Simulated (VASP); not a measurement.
A run of VASP 6.6.1 is set up as follows.

File INCAR:

```
SYSTEM = MgCd2S3
PREC = Accurate ; ENCUT = 520
EDIFF = 1E-6 ; ISMEAR = 0
SIGMA = 0.1 ; LREAL = .False.
LASPH = .True. ; NELM = 100
ALGO = Normal ; ISIF = 2
LWAVE = .False. ; LCHARG = .False.
GGA = PE ; NBANDS = 31
```

KPOINTS

```
regular mesh
0
Gamma
  3 3 6
  0 0 0
```

The input POSCAR:

```
MgCd2S3
1.0
    7.1176875962      0.0000000032      0.0000000000
   -3.5588438008      6.1640982729      0.0000000000
    0.0000000000      0.0000000000      3.3992793850
Mg Cd S
1 2 3
Direct
    0.0000000000      0.0000000000      0.0000000000
    0.3333333333      0.6666666667      0.0000000000
    0.6666666667      0.3333333333      0.0000000000
    0.5000000000      0.0000000000      0.5000000000
    0.5000000000      0.5000000000      0.5000000000
    0.0000000000      0.5000000000      0.5000000000
```

Potentials or basis: VASP PAW PBE potentials, release 64 (Mg, Cd, S).

Launch:

```console
$ cat potpaw_PBE.64/Mg/POTCAR potpaw_PBE.64/Cd/POTCAR potpaw_PBE.64/S/POTCAR > POTCAR
$ mpirun -np 1 vasp_std > vasp.out
```

Problem. Estimate the band gap on the k mesh.

Solution. Zero (bands 22 and 23 overlap by 0.85 eV).

Problem. What does it give for the pressure?

Solution. 0.3 GPa.

Stress tensor (GPa, compression positive):
```
0.38 0.00 0.00
0.00 0.38 0.00
0.00 0.00 0.08
```
